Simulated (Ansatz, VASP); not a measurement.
One calculation of Al2Pt, two programs

```
Al Pt
1.0
     0.00000    2.97273    2.97273
     2.97273    0.00000    2.97273
     2.97273    2.97273    0.00000
Al Pt
2 1
Direct
  0.25000 0.25000 0.25000
  0.75000 0.75000 0.75000
  0.00000 0.00000 0.00000
```

Alike in both runs: functional PBE; k mesh 6 × 6 × 6; occupations gaussian, width 0.1 eV; no spin polarisation.

Ansatz relaxed the structure, and its values are those at the end. VASP's run is a single point on that final structure, the one shown.

|  | VASP | Ansatz |
| --- | --- | --- |
| version | VASP 6.6.1 | Ansatz 0.2.0 |
| potentials or method | VASP PAW PBE potentials, release 64 (Al, Pt), cutoff 500 eV | scalar-relativistic, plane waves, PAW |
| valence electrons in the cell | 16 | 24 |

```tsv
	VASP	Ansatz	Ansatz less VASP
gap on the k mesh at the Fermi level (eV)	none	none	-
pressure (GPa)	-0.2	0.0	+0.16
```

A gap of «none» marks a metal or a gap that the smearing closes. With one functional, cell and mesh, what is left measures potentials, basis and numerics. VASP's potentials hold 16 valence electrons a cell and Ansatz's 24, so a difference there can come from the potentials and not from the codes.

Neither program's run includes spin-orbit coupling.
